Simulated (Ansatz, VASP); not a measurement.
# Si: VASP beside Ansatz

```
Si
1.0
     3.94626    0.00000    0.00000
    -1.97313    3.21848    0.00000
     0.00000    0.00000    6.33262
Si
4
Direct
  0.33333 0.66667 0.06301
  0.66667 0.33333 0.56301
  0.33333 0.66667 0.43699
  0.66667 0.33333 0.93699
```

Change from the starting cell: strain +0.0300 x Voigt [1, -1, 0, 0, 0, 0], atoms carried along.

Alike in both runs: task single point; functional LDA; k mesh 12 × 12 × 6; occupations gaussian, width 0.03 eV; no spin polarisation.

```csv
,VASP,Ansatz
version,VASP 6.6.1,Ansatz 0.2.0
potentials or method,"VASP PAW LDA potentials, release 64 (Si), cutoff 520 eV","scalar-relativistic, plane waves, PAW"
valence electrons in the cell,16,16
```

```csv
,VASP,Ansatz,Ansatz less VASP
gap on the k mesh at the Fermi level (eV),none,none,-
pressure (GPa),-1.7,-1.8,-0.04
"traceless stress, the component that is largest in VASP (GPa)",5.26,5.23,-0.030
rms of the force components (eV/Å),0.295,0.293,-0.0011
```

LDA's correlation is that of Perdew and Zunger in VASP and of Perdew and Wang (1992) in Ansatz. Atom by atom the forces differ by 0.001 eV/Å (rms over components). A gap of «none» marks a metal or a gap that the smearing closes.
